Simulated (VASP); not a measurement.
Crystal: Ag.

```
Ag
1.0
     1.69847   -1.91969    0.00000
     1.69847    1.91969    0.00000
     0.00000    0.00000    2.47524
Ag
1
Cartesian
  1.6985 0.0000 1.2376
```

The cell was generated, and may not be a known phase.

```yaml
Program: VASP 6.6.1
Task: relaxation of cell and atoms
Functional: PBE
Potentials_or_basis: VASP PAW PBE potentials, release 64 (Ag_sv_GW)
Cutoff: 630 eV
k_mesh: 6 × 6 × 8
Occupations: gaussian, width 0.1 eV
Spin: no spin polarisation
```

At the start: pressure 34.2 GPa; volume 16.14 Å³/atom.

Where does the relaxation end?

Over 18 steps the energy falls by 411.8 meV/atom and the volume is 19.27 Å³/atom (+19.4 %); space group Cmmm (No. 65, to 0.1 Å) before and after.

The path:
| step | energy change (eV) | largest force (eV/Å) | pressure (GPa) | volume (Å³) |
| --- | --- | --- | --- | --- |
| 1 | 0.0000 | 0.0000 | 34.21 | 16.14 |
| 2 | -0.1237 | 0.0000 | -10.03 | 25.55 |
| 3 | -0.3580 | 0.0000 | -0.76 | 20.24 |
| 4 | -0.3582 | 0.0000 | -0.40 | 20.15 |
| 5 | -0.3582 | 0.0000 | -0.04 | 20.06 |
| 6 | -0.3625 | 0.0000 | 0.07 | 20.02 |
| 7 | -0.3722 | 0.0000 | 0.22 | 19.91 |
| 8 | -0.3833 | 0.0000 | 0.51 | 19.64 |
| 9 | -0.3972 | 0.0000 | 2.11 | 18.87 |
| 10 | -0.3938 | 0.0000 | 0.61 | 19.42 |
| 11 | -0.4035 | 0.0000 | 1.19 | 19.12 |
| 12 | -0.4034 | 0.0000 | 1.35 | 19.07 |
| 13 | -0.4055 | 0.0000 | 1.03 | 19.09 |
| 14 | -0.4070 | 0.0000 | 0.54 | 19.13 |
| 15 | -0.4084 | 0.0000 | 0.39 | 19.16 |
| 16 | -0.4112 | 0.0000 | 0.05 | 19.22 |
| 17 | -0.4102 | 0.0000 | -0.40 | 19.34 |
| 18 | -0.4118 | 0.0000 | -0.16 | 19.27 |

Final structure:
```cif
data_structure
_symmetry_space_group_name_H-M 'P 1'
_symmetry_Int_Tables_number 1
_cell_length_a 2.7575
_cell_length_b 2.7575
_cell_length_c 2.7695
_cell_angle_alpha 90.000
_cell_angle_beta 90.000
_cell_angle_gamma 113.807
_cell_volume 19.27
loop_
_atom_site_label
_atom_site_type_symbol
_atom_site_fract_x
_atom_site_fract_y
_atom_site_fract_z
_atom_site_occupancy
Ag1 Ag 0.50000 0.50000 0.50000 1
```

Caveat: the k points lie up to 0.42 Å⁻¹ apart in the final cell, too coarse for converged energies and pressures of a metal; the volume moved by over 15 % at a fixed basis, so the end points are rough.
